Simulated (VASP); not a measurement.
# BeTe (a.bB) (F-43m) in VASP: single point with PBEsol

Aim: the single point of BeTe (a.bB) with PBEsol.

All numbers are computed with VASP 6.6.1; they aren't measurements. Logs are shortened: lines on timing, memory, paths and dates and some standing lists are left out, and cuts for length are marked.

**1. The cell of the first run**

It takes space group F-43m (No. 216, cubic). Conventional cell: a = 5.605 Å, b = 5.605 Å, c = 5.605 Å, α = 90.00°, β = 90.00°, γ = 90.00°. Be (site symmetry -43m) has 4 Te at 2.43 Å within 3.2 Å. Te (site symmetry -43m) has 4 Be at 2.43 Å within 3.2 Å.

**2. Single point, PBEsol**

Contents of INCAR:

```
  ALGO = Normal
  EDIFF = 1E-6
  ENCUT = 600
  GGA = PS
  GGA_COMPAT = F
  ISIF = 2
  ISMEAR = 0
  LASPH = T
  LCHARG = F
  LREAL = F
  LWAVE = F
  NBANDS = 11
  NELM = 120
  PREC = Accurate
  SIGMA = 0.02
```

Contents of KPOINTS:

```
k-points
0
Gamma
  8 8 8
```

Contents of POSCAR:

```
BeTe
1.0
    0.0000000000      2.8024895231      2.8024895231
    2.8024895231      0.0000000000      2.8024895231
    2.8024895231      2.8024895231      0.0000000000
Be Te
1 1
Direct
    0.0000000000      0.0000000000      0.0000000000
    0.2500000000      0.2500000000      0.2500000000
```

Potentials or basis: VASP PAW PBE potentials, release 64 (Be, Te).

Launch:

```bash
$ cat potpaw_PBE.64/Be/POTCAR potpaw_PBE.64/Te/POTCAR > POTCAR
$ mpirun -np 1 vasp_std > vasp.out
```

OUTCAR:

```text
EDIFF = 1E-6
   ENCUT = 600
   GGA = PS
   ISIF = 2
   ISMEAR = 0
   LASPH = T
   LREAL = F
   NELM = 120
   PREC = Accurate

 ion  position               nearest neighbor table
   1  0.000  0.000  0.000-   2 2.43   2 2.43   2 2.43   2 2.43
   2  0.250  0.250  0.250-   1 2.43   1 2.43   1 2.43   1 2.43

  LATTYP: Found a face centered cubic cell.
 ALAT       =     5.6049790462

  Lattice vectors:

 A1 = (   0.0000000000,   2.8024895231,   2.8024895231)
 A2 = (   2.8024895231,   0.0000000000,   2.8024895231)
 A3 = (   2.8024895231,   2.8024895231,   0.0000000000)

Analysis of symmetry for initial positions (statically):
=====================================================================
 Subroutine PRICEL returns:
 Original cell was already a primitive cell.

 Routine SETGRP: Setting up the symmetry group for a
 face centered cubic supercell.

 Subroutine GETGRP returns: Found 24 space group operations
 (whereof 24 operations were pure point group operations)
 out of a pool of 48 trial point group operations.

The static configuration has the point symmetry T_d .

Analysis of symmetry for dynamics (positions and initial velocities):
=====================================================================
 Subroutine PRICEL returns:
 Original cell was already a primitive cell.

 Routine SETGRP: Setting up the symmetry group for a
 face centered cubic supercell.

 Subroutine GETGRP returns: Found 24 space group operations
 (whereof 24 operations were pure point group operations)
 out of a pool of 48 trial point group operations.

The dynamic configuration has the point symmetry T_d .

 Subroutine INISYM returns: Found 24 space group operations
 (whereof 24 operations are pure point group operations),
 and found     1 'primitive' translations

----------------------------------------------------------------------------------------

                                     Primitive cell

  volume of cell :      44.0212

  direct lattice vectors                    reciprocal lattice vectors
     0.000000000  2.802489523  2.802489523    -0.178412799  0.178412799  0.178412799
     2.802489523  0.000000000  2.802489523     0.178412799 -0.178412799  0.178412799
     2.802489523  2.802489523  0.000000000     0.178412799  0.178412799 -0.178412799

  length of vectors
     3.963318692  3.963318692  3.963318692     0.309020033  0.309020033  0.309020033

  position of ions in fractional coordinates (direct lattice)
     0.000000000  0.000000000  0.000000000
     0.250000000  0.250000000  0.250000000

  ion indices of the primitive-cell ions
   primitive index   ion index
                 1           1
                 2           2

----------------------------------------------------------------------------------------

 KPOINTS: k-points

Automatic generation of k-mesh.
 Grid dimensions read from file:
 generate k-points for:    8    8    8

 Generating k-lattice:

  Cartesian coordinates                     Fractional coordinates (reciprocal lattice)
    -0.022301600  0.022301600  0.022301600     0.125000000  0.000000000  0.000000000
     0.022301600 -0.022301600  0.022301600     0.000000000  0.125000000  0.000000000
     0.022301600  0.022301600 -0.022301600     0.000000000  0.000000000  0.125000000

  Length of vectors
     0.038627504  0.038627504  0.038627504

  Shift w.r.t. Gamma in fractional coordinates (k-lattice)
     0.000000000  0.000000000  0.000000000

 Subroutine IBZKPT returns following result:
 ===========================================

 Found     29 irreducible k-points:

 Following reciprocal coordinates:
            Coordinates               Weight
  0.000000  0.000000  0.000000      1.000000
  0.125000  0.000000  0.000000      8.000000
  0.250000  0.000000  0.000000      8.000000
  0.375000  0.000000  0.000000      8.000000
  0.500000  0.000000  0.000000      4.000000
  0.125000  0.125000  0.000000      6.000000
[... 16 lines left out ...]
  0.500000  0.250000  0.125000     48.000000
 -0.375000  0.250000  0.125000     24.000000
 [... further k-points ...]
   k-points           NKPTS =     29   k-points in BZ     NKDIM =     29   number of bands    NBANDS=     11
   number of dos      NEDOS =    301   number of ions     NIONS =      2
   total plane-waves  NPLWV =  32768
   dimension x,y,z NGX =    32 NGY =   32 NGZ =   32
   dimension x,y,z NGXF=    64 NGYF=   64 NGZF=   64
   ions per type =               1   1
   NGX,Y,Z   is equivalent  to a cutoff of  13.42, 13.42, 13.42 a.u.
   NGXF,Y,Z  is equivalent  to a cutoff of  26.85, 26.85, 26.85 a.u.
 SYSTEM =  unknown system
   PREC   = accura    normal or accurate (medium, high low for compatibility)
   ISTART =      0    job   : 0-new  1-cont  2-samecut
   ICHARG =      2    charge: 1-file 2-atom 10-const
   ISPIN  =      1    spin polarized calculation?
   LNONCOLLINEAR =      F non collinear calculations
   LSORBIT =      F    spin-orbit coupling
   LASPH  =      T    aspherical Exc in radial PAW
   ENCUT  =  600.0 eV  44.10 Ry    6.64 a.u.   7.92  7.92  7.92*2*pi/ulx,y,z
   NELM   =    120;   NELMIN=  2; NELMDL= -5     # of ELM steps
   EDIFF  = 0.1E-05   stopping-criterion for ELM
   LREAL  =      F    real-space projection
   EDIFFG = 0.1E-04   stopping-criterion for IOM
   NSW    =      0    number of steps for IOM
   IBRION =     -1    ionic relax: 0-MD 1-quasi-New 2-CG
   NFREE  =      0    steps in history (QN), initial steepest desc. (CG)
   ISIF   =      2    stress and relaxation
   ISYM   =      2    0-nonsym 1-usesym 2-fastsym
   POTIM  = 0.5000    time-step for ionic-motion
   TEBEG  =    0.0;   TEEND  =   0.0 temperature during run
   PSTRESS=    0.0 pullay stress
   NELECT =       8.0000    total number of electrons
   NUPDOWN=      -1.0000    fix difference up-down
   EMIN   =  10.00;   EMAX   =-10.00  energy-range for DOS
   EFERMI =   0.00;   METHOD = LEGACY
   ISMEAR =     0;   SIGMA  =   0.02  broadening in eV -4-tet -1-fermi 0-gaus
   EFERMI_NEDOS =   21; number of points for ismear=-14 and -15
   IALGO  =     38    algorithm
   IMIX   =      4    mixing-type and parameters
     AMIX     =   0.40;   BMIX     =  1.00
     AMIX_MAG =   1.60;   BMIX_MAG =  1.00
  volume/ion in A,a.u.               =      22.01       148.53
  Fermi-wavevector in a.u.,A,eV,Ry     =   0.927294  1.752332 11.699301  0.859874
  Thomas-Fermi vector in A             =   2.053348
   LORBIT       =      0    0 simple, 1 ext, 2 COOP (PROOUT), +10 PAW based schemes
   GGA     = PS    functional components
   LHFCALC =     F    Hartree Fock is set to
   AEXX    =    0.0000 exact exchange contribution
   IVDW    =     0    specifies the selected vdW correction
   LEPSILON=     F    determine dielectric tensor
   LRPA    =     F    only Hartree local field effects (RPA)
 non-spin polarized calculation
 Gauss-broadening in eV      SIGMA  =   0.02
  energy-cutoff  :      600.00
  volume of cell :       44.02
 maximum number of plane-waves:      1480
   NGX = 15   NGY = 15   NGZ = 15

 number of electron       8.0000000 magnetization

 Free energy of the ion-electron system (eV)
  ---------------------------------------------------
  ext. energy  EPLUGINS =         0.00000000
  ---------------------------------------------------
  free energy    TOTEN  =        -8.21585664 eV

  energy without entropy =       -8.21585664  energy(sigma->0) =       -8.21585664

 E-fermi :   5.3030     XC(G=0):  -9.2590

 val. band max:        5.1652462865   @ k =   0.0000   0.0000   0.0000
 cond. band min:       6.9830052835   @ k =   0.5000   0.5000   0.0000
 fundamental gap:      1.8177589970
 Fermi energy:         5.3030043506

 k-point     1 :       0.0000    0.0000    0.0000
  band No.  band energies     occupation
      1      -7.2634      2.00000
      2       5.1652      2.00000
      3       5.1652      2.00000
      4       5.1652      2.00000
      5       8.7524      0.00000
      6       8.7524      0.00000
      7       8.7524      0.00000
      8       9.0013      0.00000
      9      13.3775      0.00000
     10      15.4375      0.00000
     11      15.4375      0.00000

 k-point     2 :       0.1250    0.0000    0.0000
  band No.  band energies     occupation
      1      -7.1122      2.00000
      2       3.8174      2.00000
      3       4.9228      2.00000
      4       4.9228      2.00000
      5       8.6870      0.00000
      6       9.1038      0.00000
      7       9.1038      0.00000
      8      10.3091      0.00000
      9      13.7966      0.00000
     10      14.4435      0.00000
     11      14.4435      0.00000

 k-point     3 :       0.2500    0.0000    0.0000
  band No.  band energies     occupation
      1      -6.6941      2.00000
      2       1.7704      2.00000
      3       4.4737      2.00000
      4       4.4737      2.00000
      5       8.4685      0.00000
      6       9.6357      0.00000
      7       9.6357      0.00000
      8      12.2137      0.00000
      9      14.1005      0.00000
     10      14.1627      0.00000
     11      14.1627      0.00000

 k-point     4 :       0.3750    0.0000    0.0000
  band No.  band energies     occupation
      1      -6.1590      2.00000
      2       0.1509      2.00000
      3       4.1300      2.00000
      4       4.1300      2.00000
      5       8.2981      0.00000
      6       9.7536      0.00000
      7       9.7536      0.00000
      8      12.8923      0.00000
      9      14.9171      0.00000
     10      15.2359      0.00000
     11      15.2359      0.00000

 k-point     5 :       0.5000    0.0000    0.0000
  band No.  band energies     occupation
      1      -5.8777      2.00000
      2      -0.5029      2.00000
      3       4.0069      2.00000
      4       4.0069      2.00000
      5       8.2378      0.00000
      6       9.7152      0.00000
      7       9.7152      0.00000
      8      12.8255      0.00000
      9      16.0645      0.00000
     10      16.6836      0.00000
     11      16.6836      0.00000
[... 211 lines left out ...]
 k-point    21 :       0.5000    0.5000    0.0000
  band No.  band energies     occupation
      1      -5.3719      2.00000
      2      -0.0417      2.00000
      3       2.4525      2.00000
      4       2.4525      2.00000
      5       6.9830      0.00000
      6       7.7583      0.00000
      7      14.9631      0.00000
      8      14.9631      0.00000
      9      16.7594      0.00000
     10      18.2342      0.00000
     11      18.6045      0.00000

 k-point    22 :       0.3750    0.2500    0.1250
  band No.  band energies     occupation
      1      -6.3479      2.00000
      2       1.5246      2.00000
      3       2.8516      2.00000
      4       3.9058      2.00000
      5       8.7027      0.00000
      6      10.0463      0.00000
      7      10.4685      0.00000
      8      11.4740      0.00000
      9      14.2338      0.00000
     10      15.6721      0.00000
     11      16.3205      0.00000

 k-point    23 :       0.5000    0.2500    0.1250
  band No.  band energies     occupation
      1      -5.8719      2.00000
      2       0.4431      2.00000
      3       2.3076      2.00000
      4       3.4353      2.00000
      5       9.1465      0.00000
      6       9.8245      0.00000
      7      11.0609      0.00000
      8      12.0957      0.00000
      9      15.0050      0.00000
     10      15.4824      0.00000
     11      17.3899      0.00000

 k-point    24 :      -0.3750    0.2500    0.1250
  band No.  band energies     occupation
      1      -5.6303      2.00000
      2      -0.0668      2.00000
      3       2.1993      2.00000
      4       3.2051      2.00000
      5       9.3029      0.00000
      6       9.5187      0.00000
      7      11.8664      0.00000
      8      12.9273      0.00000
      9      13.6086      0.00000
     10      16.7236      0.00000
     11      17.0311      0.00000

 [... further k-points ...]
[... 5 lines left out ...]
  --------------------------------------------------------------------------------------
  -------------------------------------------------------------------------------------
  Total        0.0691864      0.0691864      0.0691864      0.0000000      0.0000000     -0.0000000
  in kB        2.5180786      2.5180786      2.5180786      0.0000000      0.0000000     -0.0000000
  external PRESSURE =       2.5180786 kB  Pullay stress =       0.0000000 kB

 VOLUME and BASIS-vectors are now :
 -----------------------------------------------------------------------------
  energy-cutoff  :      600.00
  volume of cell :       44.02
      direct lattice vectors                 reciprocal lattice vectors
     0.000000000  2.802489523  2.802489523    -0.178412799  0.178412799  0.178412799
     2.802489523  0.000000000  2.802489523     0.178412799 -0.178412799  0.178412799
     2.802489523  2.802489523  0.000000000     0.178412799  0.178412799 -0.178412799

 POSITION                                       TOTAL-FORCE (eV/Angst)
 -----------------------------------------------------------------------------------
      0.00000      0.00000      0.00000         0.000000      0.000000      0.000000
      1.40124      1.40124      1.40124        -0.000000     -0.000000     -0.000000
 -----------------------------------------------------------------------------------
    total drift:                                0.000000      0.000000      0.000000

  FREE ENERGIE OF THE ION-ELECTRON SYSTEM (eV)
  ---------------------------------------------------
  free  energy   TOTEN  =        -8.2158566403 eV

  energy  without entropy=       -8.2158566403  energy(sigma->0) =       -8.21585664
```

Wall time 12 s (1 thread of Intel Xeon Platinum 8259CL at 2.50GHz (Skylake/Cascade Lake), shared host); peak memory 0.18 GiB.

Results:

```
Free energy            : -8.2159 eV
Pressure               : 0.3 GPa
Band gap on the k mesh : 1.82 eV, indirect (least direct gap 3.59 eV)
```

Levels at points of the mesh, in eV from the valence-band top:
```
           k point  band 1  band 2  band 3  band 4  band 5  band 6  band 7  band 8  band 9
(0.00, 0.00, 0.00)  -12.43    0.00    0.00    0.00    3.59    3.59    3.59    3.84    8.21
(0.50, 0.00, 0.00)  -11.04   -5.67   -1.16   -1.16    3.07    4.55    4.55    7.66   10.90
(0.50, 0.50, 0.00)  -10.54   -5.21   -2.71   -2.71    1.82    2.59    9.80    9.80   11.59
```

Caveat: the PAW data sets were made with another functional, which shifts forces and pressure a little; spin-orbit coupling is left out, which moves the levels of the heavy elements. A k mesh can miss the band edges.
